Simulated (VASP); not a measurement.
# AlP (F-43m) in VASP: notebook, part 2 of 2

VASP 6.6.1. The steps go on from the part before.

## (3) Relaxation of cell and atoms, PBE, target pressure 10 GPa, at which the enthalpy is minimised

INCAR

```
SYSTEM = AlP
ALGO = Normal
EDIFF = 1E-7
EDIFFG = -0.01
ENCUT = 500
GGA = PE
GGA_COMPAT = .FALSE.
IBRION = 2
ISIF = 3
ISMEAR = 0
LASPH = .TRUE.
LCHARG = .FALSE.
LREAL = .FALSE.
LWAVE = .FALSE.
NELM = 120
NELMIN = 4
NSW = 80
PREC = Accurate
PSTRESS = 100.0
SIGMA = 0.01
```

KPOINTS

```
k-points
0
G
  6 6 6
  0 0 0
```

POSCAR

```
AlP
1.0
    0.0000000000      2.7255000000      2.7255000000
    2.7255000000      0.0000000000      2.7255000000
    2.7255000000      2.7255000000      0.0000000000
Al P
1 1
Direct
    0.0000000000      0.0000000000      0.0000000000
    0.2500000000      0.2500000000      0.2500000000
```

Potentials or basis: VASP PAW PBE potentials, release 64 (Al, P).

The run is started by

```
$ cat potpaw_PBE.64/Al/POTCAR potpaw_PBE.64/P/POTCAR > POTCAR
$ mpirun -np 1 vasp_std > vasp.out
```

It took 42 s on 1 thread of AMD EPYC 7R13, shared host; peak memory 0.12 GiB.

Results (log left out):

```yaml
Free_energy: -10.2555 eV
Relaxed_volume: 18.90 Å³/atom
Relaxed_cell: a = 3.767 Å, b = 3.767 Å, c = 3.767 Å, α = 60.00°, β = 60.00°, γ = 60.00°
Space_group_after_relaxing_to_0.05_Å: F-43m (No. 216)
Energy_change_on_relaxing_the_enthalpy_is_what_falls: +51.8 meV/atom
Ionic_steps: 4
Pressure_after_relaxing: 10.1 GPa
Band_gap_on_the_k_mesh: 1.42 eV, indirect (least direct gap 3.68 eV)
```

Step by step:
| step | energy change (eV) | largest force (eV/Å) | pressure (GPa) | volume (Å³) |
| --- | --- | --- | --- | --- |
| 1 | 0.0000 | 0.0000 | 2.67 | 40.49 |
| 2 | 0.3302 | 0.0000 | 19.54 | 35.31 |
| 3 | 0.1003 | 0.0000 | 9.91 | 37.85 |
| 4 | 0.1035 | 0.0000 | 10.07 | 37.80 |

Final structure:
```xyz
2
Lattice="0.0000 2.6637 2.6637 2.6637 0.0000 2.6637 2.6637 2.6637 0.0000" Properties=species:S:1:pos:R:3 pbc="T T T"
Al    5.3275    5.3275    5.3275
P     1.3319    1.3319    1.3319
```

Levels at points of the mesh, in eV from the valence-band top:
```
           k point  band 1  band 2  band 3  band 4  band 5  band 6  band 7  band 8
(0.00, 0.00, 0.00)  -11.95    0.00    0.00    0.00    3.95    4.66    4.66    4.66
(0.50, 0.00, 0.00)  -10.08   -5.87   -0.81   -0.81    3.09    4.83    4.83    8.47
(0.50, 0.50, 0.00)   -9.34   -5.57   -2.26   -2.26    1.42    2.43   11.71   11.71
```

Caveat: the cell is relaxed towards a set pressure, so the enthalpy falls and the energy may rise.

## (4) Relaxation of cell and atoms, PBE, target pressure 20 GPa, at which the enthalpy is minimised

INCAR

```
PREC = Accurate
ENCUT = 500
EDIFF = 1E-7
ISMEAR = 0
SIGMA = 0.01
LREAL = False
LASPH = True
NELM = 120
ALGO = Normal
ISIF = 3
LWAVE = False
LCHARG = False
GGA = PE
IBRION = 2
NSW = 80
EDIFFG = -0.01
PSTRESS = 200.0
GGA_COMPAT = False
NELMIN = 4
```

KPOINTS

```
Automatic mesh
0
Gamma
  6 6 6
```

POSCAR is that of step 3.

Potentials or basis: VASP PAW PBE potentials, release 64 (Al, P).

The run is started by

```
$ cat potpaw_PBE.64/Al/POTCAR potpaw_PBE.64/P/POTCAR > POTCAR
$ mpirun -np 1 vasp_std > vasp.out
```

OUTCAR:

```text
PREC = Accurate
   ENCUT = 500
   EDIFF = 1E-7
   ISMEAR = 0
   LREAL = False
   LASPH = True
   NELM = 120
   ISIF = 3
   GGA = PE
   IBRION = 2
   NSW = 80
   EDIFFG = -0.01
   PSTRESS = 200.0
   NELMIN = 4

 ion  position               nearest neighbor table
   1  0.000  0.000  0.000-   2 2.36   2 2.36   2 2.36   2 2.36
   2  0.250  0.250  0.250-   1 2.36   1 2.36   1 2.36   1 2.36

  LATTYP: Found a face centered cubic cell.
 ALAT       =     5.4510000000

  Lattice vectors:

 A1 = (   0.0000000000,   2.7255000000,   2.7255000000)
 A2 = (   2.7255000000,   0.0000000000,   2.7255000000)
 A3 = (   2.7255000000,   2.7255000000,   0.0000000000)

Analysis of symmetry for initial positions (statically):
=====================================================================
 Subroutine PRICEL returns:
 Original cell was already a primitive cell.

 Routine SETGRP: Setting up the symmetry group for a
 face centered cubic supercell.

 Subroutine GETGRP returns: Found 24 space group operations
 (whereof 24 operations were pure point group operations)
 out of a pool of 48 trial point group operations.

The static configuration has the point symmetry T_d .

Analysis of symmetry for dynamics (positions and initial velocities):
=====================================================================
[... 155 lines left out ...]
  Direction    XX          YY          ZZ          XY          YZ          ZX
  --------------------------------------------------------------------------------------
  -------------------------------------------------------------------------------------
  Total        0.6759016      0.6759016      0.6759016      0.0000000      0.0000000      0.0000000
  in kB       26.7439470     26.7439470     26.7439470      0.0000000      0.0000000      0.0000000
  external PRESSURE =    -173.2560530 kB  Pullay stress =     200.0000000 kB
[... 25 lines left out ...]
--------------------------------------- Ionic step        2  -------------------------------------------

 number of electron       8.0000000 magnetization

 E-fermi :   8.3121     XC(G=0): -10.5951

 val. band max:        8.2502101410   @ k =   0.0000   0.0000   0.0000
 cond. band min:       8.9147997067   @ k =   0.5000   0.5000   0.0000
 fundamental gap:      0.6645895658
 Fermi energy:         8.3120921695

 k-point     1 :       0.0000    0.0000    0.0000
  band No.  band energies     occupation
      1      -5.5708      2.00000
      2       8.2502      2.00000
      3       8.2502      2.00000
      4       8.2502      2.00000
      5      13.2280      0.00000
      6      13.2280      0.00000
      7      13.2280      0.00000
      8      14.6082      0.00000
[... 352 lines left out ...]
--------------------------------------- Ionic step        7  -------------------------------------------

 number of electron       8.0000001 magnetization

 Free energy of the ion-electron system (eV)
  ---------------------------------------------------
  ext. energy  EPLUGINS =         0.00000000
  ---------------------------------------------------
  free energy    TOTEN  =       -10.01580302 eV

  energy without entropy =      -10.01580302  energy(sigma->0) =      -10.01580302

 E-fermi :   6.0660     XC(G=0):  -9.7825

 val. band max:        6.0087229925   @ k =   0.0000   0.0000   0.0000
 cond. band min:       7.2554027569   @ k =   0.5000   0.5000   0.0000
 fundamental gap:      1.2466797644
 Fermi energy:         6.0659928874

 k-point     1 :       0.0000    0.0000    0.0000
  band No.  band energies     occupation
      1      -6.3949      2.00000
      2       6.0087      2.00000
      3       6.0087      2.00000
      4       6.0087      2.00000
      5      10.5900      0.00000
      6      10.7605      0.00000
      7      10.7605      0.00000
      8      10.7605      0.00000
[... 196 lines left out ...]
  energy  without entropy=      -10.0158030216  energy(sigma->0) =      -10.01580302

  enthalpy is  TOTEN    =        -5.6218481084 eV   P V=        4.3939549132

 reached required accuracy - stopping structural energy minimisation
```

Wall time 66 s (1 thread of AMD EPYC 7R13, shared host); peak memory 0.12 GiB.

What came out:

```yaml
Free_energy: -10.0158 eV
Relaxed_volume: 17.60 Å³/atom
Relaxed_cell: a = 3.679 Å, b = 3.679 Å, c = 3.679 Å, α = 60.00°, β = 60.00°, γ = 60.00°
Space_group_after_relaxing_to_0.05_Å: F-43m (No. 216)
Energy_change_on_relaxing_the_enthalpy_is_what_falls: +171.6 meV/atom
Ionic_steps: 7
Pressure_after_relaxing: 20.0 GPa
Band_gap_on_the_k_mesh: 1.25 eV, indirect (least direct gap 3.66 eV)
```

Step by step:
```tsv
step	energy change (eV)	largest force (eV/Å)	pressure (GPa)	volume (Å³)
1	0.0000	0.0000	2.67	40.49
2	1.8427	0.0000	62.90	28.97
3	0.3125	0.0000	18.89	35.45
4	0.3381	0.0000	19.82	35.24
5	0.3506	0.0000	20.27	35.14
6	0.3339	0.0000	19.67	35.28
7	0.3433	0.0000	20.01	35.20
```

Final structure:
```
CELL_PARAMETERS angstrom
0.00000 2.60117 2.60117
2.60117 0.00000 2.60117
2.60117 2.60117 0.00000
ATOMIC_POSITIONS crystal
Al 0.00000 0.00000 0.00000
P 0.25000 0.25000 0.25000
```

Caveat: the cell is relaxed towards a set pressure, so the enthalpy falls and the energy may rise.

## (5) Summary

```tsv
cell	gap on the mesh (eV)	pressure (GPa)
relaxed to 5 GPa	1.52	5.0
relaxed to 10 GPa	1.42	10.1
relaxed to 20 GPa	1.25	20.0
```

Alike in all rows: task relaxation of cell and atoms; level PBE; potentials or basis VASP PAW PBE potentials, release 64 (Al, P); no spin polarisation; k mesh 6 × 6 × 6; cutoff (eV) 500; smearing gaussian 0.01 eV.

Caveats: the cell is relaxed towards a set pressure, so the enthalpy falls and the energy may rise.

Absolute energies hang on the potentials; compare differences alone.
